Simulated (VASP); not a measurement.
Wanted: the native input for a VASP 6.6.1 run.

```
Task                   : relaxation of cell and atoms
Functional             : PBE
Potentials or basis    : VASP PAW PBE potentials, release 64 (Co)
Cutoff                 : 600 eV
k mesh                 : 24 × 24 × 24
Occupations            : gaussian, width 0.1 eV
Spin                   : collinear spin, ferromagnetic start
Starting moments       : [1.99] μB
Dipole correction      : no
Further INCAR settings : ALGO = Fast; EDIFF = 1e-06; IBRION = 2; EDIFFG = -0.01; NSW = 100; ISIF = 3
```

The structure of Co lies in POSCAR:

```
Co
1.0
    2.3306033553      0.0000000000      0.0000000000
    0.0000000000      2.3306033553      0.0000000000
    0.0000000000      0.0000000000      2.3306033553
Co
1
Direct
    0.0000000000      0.0000000000      0.0000000000
```

One way to write it, as run:

INCAR

```
SYSTEM = Co
PREC = Accurate ; ENCUT = 600
EDIFF = 1E-6 ; ISMEAR = 0
SIGMA = 0.1 ; LREAL = .False.
LASPH = .True. ; NELM = 150
ALGO = Fast ; ISIF = 3
LWAVE = .False. ; LCHARG = .False.
ISPIN = 2 ; MAGMOM = 1.99
LORBIT = 11 ; LMAXMIX = 4
GGA = PE ; IBRION = 2
NSW = 100 ; EDIFFG = -0.01
```

KPOINTS

```
Automatic mesh
0
Gamma
  24 24 24
  0 0 0
```

Potentials or basis: VASP PAW PBE potentials, release 64 (Co).

Run with:

```console
$ cat potpaw_PBE.64/Co/POTCAR > POTCAR
$ mpirun -np 1 vasp_std > vasp.out
```

Results of the run:

```yaml
Relaxed_volume: 12.75 Å³/atom
Relaxed_cell: a = 2.336 Å, b = 2.336 Å, c = 2.336 Å, α = 90.00°, β = 90.00°, γ = 90.00°
Space_group_after_relaxing_to_0.05_Å: Pm-3m (No. 221)
Energy_gained_by_relaxing: 0.2 meV/atom
Ionic_steps: 3
Pressure_after_relaxing: 0.1 GPa
Net_moment: 1.87 μB per cell
Site_moments: Co +1.87 μB
Valence_electrons_inside_the_program's_atomic_spheres: Co 8.17
```

Run time: 6.7 min on 1 thread of AMD EPYC 7R13, on a shared host, peak memory 0.2 GiB.
